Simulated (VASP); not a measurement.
A run of VASP 6.6.1 is set up as follows.

Contents of INCAR:

```
SYSTEM = HgTe
PREC = Accurate
ENCUT = 520
EDIFF = 1E-6
ISMEAR = -1
SIGMA = 0.02
LREAL = .FALSE.
LASPH = .TRUE.
NELM = 100
ALGO = Normal
ISIF = 2
LWAVE = .FALSE.
LCHARG = .FALSE.
GGA = PE
IVDW = 12
NBANDS = 16
```

KPOINTS

```
Automatic mesh
0
G
  6 6 6
  0 0 0
```

The input POSCAR:

```
HgTe
1.0
    0.0000000000      3.0171228289      3.0171228289
    3.0171228289      0.0000000000      3.0171228289
    3.0171228289      3.0171228289      0.0000000000
Hg Te
1 1
Direct
    0.0000000000      0.0000000000      0.0000000000
    0.5000000000      0.5000000000      0.5000000000
```

Potentials or basis: VASP PAW PBE potentials, release 64 (Hg, Te).

Run with:

```console
$ cat potpaw_PBE.64/Hg/POTCAR potpaw_PBE.64/Te/POTCAR > POTCAR
$ mpirun -np 1 vasp_std > vasp.out
```

**Question.** Estimate the band gap on the k mesh.

**Answer.** Zero (band 9 reaches 5.06 eV, above the bottom of band 10 at 2.36 eV).

**Question.** Estimate the dispersion energy per atom.

**Answer.** -0.457 eV.

Caveat: spin-orbit coupling is left out, which moves the levels of the heavy elements.
